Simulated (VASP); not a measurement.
Runs of VASP 6.6.1 on K. The structure is that of space group P4/mmm (No. 123), or close to it. The cells are those of the table. 

| cell | gap on the mesh (eV) | pressure (GPa) |
| --- | --- | --- |
| a = 6.066, b = 6.066, c = 11.053 Å, 5 atoms | none | (a) |
| a = 6.232, b = 6.232, c = 11.356 Å, 5 atoms | none | -0.2 |
| a = 6.286, b = 6.286, c = 11.453 Å, 5 atoms | none | -0.2 |
| a = 6.008, b = 6.008, c = 10.948 Å, 5 atoms | none | 0.1 |
| a = 6.122, b = 6.122, c = 11.155 Å, 5 atoms | none | -0.1 |
| a = 6.178, b = 6.178, c = 11.256 Å, 5 atoms | none | -0.1 |

Alike in all rows: task single point; level PBEsol; potentials or basis VASP PAW PBE potentials, release 64 (K_sv); no spin polarisation; k mesh 4 × 4 × 2; cutoff (eV) 520; smearing fermi-dirac 0.2 eV.

Task: Estimate the missing entries.

Result: (a) 0.0.

Caveats: the PAW data sets were made with another functional, which shifts forces and pressure a little.

A gap of «none» marks levels without a gap at the run's occupations.
